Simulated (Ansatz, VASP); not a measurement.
# One calculation of LuTlAu4, two programs

INCAR

```
SYSTEM = LuTlAu4
PREC = Accurate ; ENCUT = 520
EDIFF = 1E-6 ; ISMEAR = 0
SIGMA = 0.1 ; LREAL = .FALSE.
LASPH = .TRUE. ; NELM = 60
ALGO = Fast ; ISIF = 2
LWAVE = .FALSE. ; LCHARG = .TRUE.
GGA = PE ; LELF = .TRUE.
LVHAR = .TRUE. ; NBANDS = 50
```

KPOINTS

```
Automatic mesh
0
G
  4 4 4
  0 0 0
```

File POSCAR:

```
LuTlAu4
1.0
    4.0036438400      0.0000000000      0.0000000000
    0.0000000000      4.0036438400      0.0000000000
    0.0000000000      0.0000000000      6.8875036600
Lu Tl Au
1 1 4
Direct
    0.0000000000      0.0000000000      0.0000000000
    0.5000000000      0.5000000000      0.5000000000
    0.5000000000      0.5000000000      0.7816317100
    0.5000000000      0.5000000000      0.2183682900
    0.5000000000      0.0000000000      0.5000000000
    0.0000000000      0.5000000000      0.5000000000
```

Input for Ansatz:

```yaml
crystal:
  lattice:
    - [4.00364384, 0.0, 0.0]
    - [0.0, 4.00364384, 0.0]
    - [0.0, 0.0, 6.88750366]
  atoms:
    - { symbol: Lu, position: [0.0, 0.0, 0.0] }
    - { symbol: Tl, position: [0.5, 0.5, 0.5] }
    - { symbol: Au, position: [0.5, 0.5, 0.78163171] }
    - { symbol: Au, position: [0.5, 0.5, 0.21836829] }
    - { symbol: Au, position: [0.5, 0.0, 0.5] }
    - { symbol: Au, position: [0.0, 0.5, 0.5] }
basis:
  ecutwfc: 420
kpoints:
  mp_grid: { grid: [4, 4, 4] }
hamiltonian:
  xc: pbe
scf:
  occupations: { method: gaussian, width: 0.1 }
  lower_state_search: "off"
output:
  forces: true
  stress: true
  eigenvalues: true
```

Change from the starting cell: species swapped into the RbAlF4 type (P4/mmm, No. 123).

Alike in both runs: task single point; functional PBE; k mesh 4 × 4 × 4; occupations gaussian, width 0.1 eV; no spin polarisation.

|  | VASP | Ansatz |
| --- | --- | --- |
| version | VASP 6.6.1 | Ansatz 0.2.0 |
| potentials or method | VASP PAW PBE potentials, release 64 (Lu, Tl_d, Au), cutoff 520 eV | scalar-relativistic, plane waves, PAW |
| valence electrons in the cell | 82 | 114 |

|  | VASP | Ansatz | Ansatz less VASP |
| --- | --- | --- | --- |
| gap on the k mesh at the Fermi level (eV) | none | none | - |
| rms of the force components (eV/Å) | 11.824 | 12.577 | +0.7528 |

Atom by atom the forces differ by 0.753 eV/Å (rms over components). A gap of «none» marks a metal or a gap that the smearing closes. VASP's potentials hold 82 valence electrons a cell and Ansatz's 114, so a difference there can come from the potentials and not from the codes.

The k mesh is coarse, so the values compare programs but aren't converged. Spin-orbit coupling is off throughout.
